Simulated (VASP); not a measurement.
MgTeSe3: single point with PBE

Crystal: MgTeSe3.

```
Mg Te Se
1.0
     3.78679    2.18630    3.80625
    -3.78679    2.18630    3.80625
     0.00000   -4.37260    3.80625
Mg Te Se
1 1 3
Direct
  0.85808 0.85808 0.85808
  0.51243 0.51243 0.51243
  0.57117 0.57117 0.06515
  0.57117 0.06515 0.57117
  0.06515 0.57117 0.57117
```

| Quantity | Value |
| --- | --- |
| Program | VASP 6.6.1 |
| Task | single point |
| Functional | PBE |
| Potentials or basis | VASP PAW PBE potentials, release 64 (Mg, Te, Se) |
| Cutoff | 520 eV |
| k mesh | 6 × 6 × 6 |
| Occupations | gaussian, width 0.02 eV |
| Spin | no spin polarisation |
| Dipole correction | no |
| Further INCAR settings | ALGO = Normal; EDIFF = 1e-07; NBANDS = 21 |

```
Pressure               : 0.0 GPa
Largest force          : 0.026 eV/Å
Band gap on the k mesh : 0.09 eV, indirect (least direct gap 0.27 eV)
```

Forces in eV/Å, atoms in the order of the input:
```
Mg   0.000  0.000 -0.021
Te   0.000  0.000  0.026
Se   0.000  0.015 -0.002
Se   0.013 -0.008 -0.002
Se  -0.013 -0.008 -0.002
```

Levels at points of the mesh, in eV from the valence-band top:
| k point | band 10 | band 11 | band 12 | band 13 | band 14 | band 15 | band 16 | band 17 |
| --- | --- | --- | --- | --- | --- | --- | --- | --- |
| (0.00, 0.00, 0.00) | -1.70 | -0.91 | -0.91 | -0.25 | 1.36 | 1.76 | 3.39 | 3.39 |
| (0.50, 0.00, 0.00) | -1.54 | -1.32 | -1.21 | -0.55 | 1.14 | 2.37 | 2.78 | 3.91 |
| (0.50, 0.50, 0.00) | -1.61 | -1.36 | -0.92 | -0.27 | 0.54 | 1.21 | 2.51 | 3.63 |
| (0.50, 0.50, 0.50) | -0.76 | -0.58 | -0.58 | -0.34 | 0.09 | 0.61 | 0.61 | 2.14 |

It took 120 s on 1 thread of Intel(R) Xeon(R) Platinum 8488C (Sapphire Rapids), with other jobs on the host, peak memory 0.4 GiB.

Caveat: spin-orbit coupling is left out, which moves the levels of the heavy elements. A k mesh can miss the band edges.
